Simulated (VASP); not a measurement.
Set up this calculation in VASP 6.6.1, as the native input.

```
Task                   : single point
Functional             : PBE
Potentials or basis    : VASP PAW PBE potentials, release 64 (B, P)
Cutoff                 : 520 eV
k mesh                 : 12 × 12 × 12
Occupations            : gaussian, width 0.1 eV
Spin                   : no spin polarisation
Dipole correction      : no
Further INCAR settings : ALGO = Normal; EDIFF = 1e-06; NBANDS = 20
```

The structure of BP4 lies in POSCAR:

```
BP4
1.0
   -2.4577818345      2.4577818345      3.2359215420
    2.4577818345     -2.4577818345      3.2359215420
    2.4577818345      2.4577818345     -3.2359215420
B P
1 4
Direct
    0.0000000000      0.0000000000      0.0000000000
    0.2825391074      0.2825391074      0.0000000000
    0.7174608926      0.7174608926      0.0000000000
    0.7500000000      0.2500000000      0.5000000000
    0.2500000000      0.7500000000      0.5000000000
```

One way to write it, as run:

INCAR

```
SYSTEM = BP4
PREC = Accurate
ENCUT = 520
EDIFF = 1E-6
ISMEAR = 0
SIGMA = 0.1
LREAL = .False.
LASPH = .True.
NELM = 80
ALGO = Normal
ISIF = 2
LWAVE = .False.
LCHARG = .False.
GGA = PE
NBANDS = 20
```

KPOINTS

```
Automatic mesh
0
Gamma
  12 12 12
  0 0 0
```

Potentials or basis: VASP PAW PBE potentials, release 64 (B, P).

Launch:

```console
$ cat potpaw_PBE.64/B/POTCAR potpaw_PBE.64/P/POTCAR > POTCAR
$ mpirun -np 1 vasp_std > vasp.out
```

Results of the run:

The pressure is -0.2 GPa and the largest force is 0.034 eV/Å.

It took 2.7 min on 1 thread of Intel(R) Xeon(R) Platinum 8488C (Sapphire Rapids) (shared host), peak memory 0.33 GiB.
